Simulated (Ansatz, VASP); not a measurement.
# Two plane-wave programs on WSe

The input POSCAR:

```
WSe
1.0
    4.0372571324      0.0000000000      0.0000000000
   -2.0186285662      3.4963672383      0.0000000000
    0.0000000000      0.0000000000      6.7531449163
W Se
2 2
Direct
    0.0000000000      0.0000000000      0.0000000000
    0.0000000000      0.0000000000      0.5000000000
    0.3333333333      0.6666666667      0.2500000000
    0.6666666667      0.3333333333      0.7500000000
```

Contents of INCAR.step1:

```
PREC = Accurate ; ENCUT = 520
ISMEAR = 0 ; SIGMA = 0.1
LREAL = False ; LASPH = True
NELM = 150 ; ISPIN = 2
MAGMOM = 2.5 2.5 0 0 ; LMAXMIX = 4
LDAU = True ; LDAUTYPE = 2
LDAUL = 2 -1 ; LDAUU = 6.2 0
LDAUJ = 0 0 ; NBANDS = 32
GGA = PE ; ALGO = Normal
EDIFF = 1E-4 ; LWAVE = True
LCHARG = False
```

Contents of INCAR.step2:

```
PREC = Accurate ; ENCUT = 520
EDIFF = 1E-7 ; ISMEAR = 0
SIGMA = 0.1 ; LREAL = False
LASPH = True ; NELM = 150
ALGO = Normal ; ISIF = 2
LWAVE = False ; LCHARG = False
ISPIN = 2 ; MAGMOM = 2.5 2.5 0 0
LORBIT = 11 ; LMAXMIX = 4
LDAU = True ; LDAUTYPE = 2
LDAUL = 2 -1 ; LDAUU = 6.2 0
LDAUJ = 0 0 ; LDAUPRINT = 1
METAGGA = R2SCAN ; LMIXTAU = True
NBANDS = 32 ; ISTART = 1
```

KPOINTS

```
Automatic mesh
0
Gamma
  12 12 6
```

Input for Ansatz:

```yaml
crystal:
  lattice:
    - [4.0372571324, 0.0, 0.0]
    - [-2.0186285662, 3.4963672383, 0.0]
    - [0.0, 0.0, 6.7531449163]
  atoms:
    - { symbol: W, position: [0.0, 0.0, 0.0], spin: 2.5 }
    - { symbol: W, position: [0.0, 0.0, 0.5], spin: 2.5 }
    - { symbol: Se, position: [0.3333333333, 0.6666666667, 0.25] }
    - { symbol: Se, position: [0.6666666667, 0.3333333333, 0.75] }
basis:
  ecutwfc: 500
kpoints:
  mp_grid: { grid: [12, 12, 6] }
hamiltonian:
  xc: r2scan
  hubbard: { sites: [{ species: W, l: d, u_eff: 6.2 }] }
scf:
  occupations: { method: gaussian, width: 0.1 }
output:
  forces: true
  stress: true
  eigenvalues: true
  populations: true
magnetization:
  spin_polarized: true
```

Alike in both runs: task single point; functional r2SCAN; k mesh 12 × 12 × 6; occupations gaussian, width 0.1 eV; collinear spin; Hubbard terms W d U = 6.2 eV.

|  | VASP | Ansatz |
| --- | --- | --- |
| version | VASP 6.6.1 | Ansatz 0.2.0 |
| potentials or method | VASP PAW PBE potentials, release 64 (W_sv, Se), cutoff 520 eV | scalar-relativistic, plane waves, PAW |
| valence electrons in the cell | 40 | 60 |

|  | VASP | Ansatz | Ansatz less VASP |
| --- | --- | --- | --- |
| gap on the k mesh at the Fermi level (eV) | none | none | - |
| pressure (GPa) | -1.9 | 0.0 | +1.90 |
| traceless stress, the component that is largest in VASP (GPa) | 0.73 | 0.02 | -0.716 |
| net moment per atom (μB) | 2.00 | 2.00 | +0.001 |
| size of the moment on the site where the two differ most (μB) | 0.11 | 0.27 | +0.163 |

VASP's potentials were made for PBE, not for r2SCAN. Site moments also hang on the region over which each program counts them. The programs project onto different local orbitals, so the same U acts differently, and such runs can settle in different states. A gap of «none» marks a metal or a gap that the smearing closes. VASP's potentials hold 40 valence electrons a cell and Ansatz's 60, so a difference there can come from the potentials and not from the codes. Ansatz's warnings: filled band counts differ across k points, look outside group, minimisation memory short, stability check not made.

Neither program's run includes spin-orbit coupling.
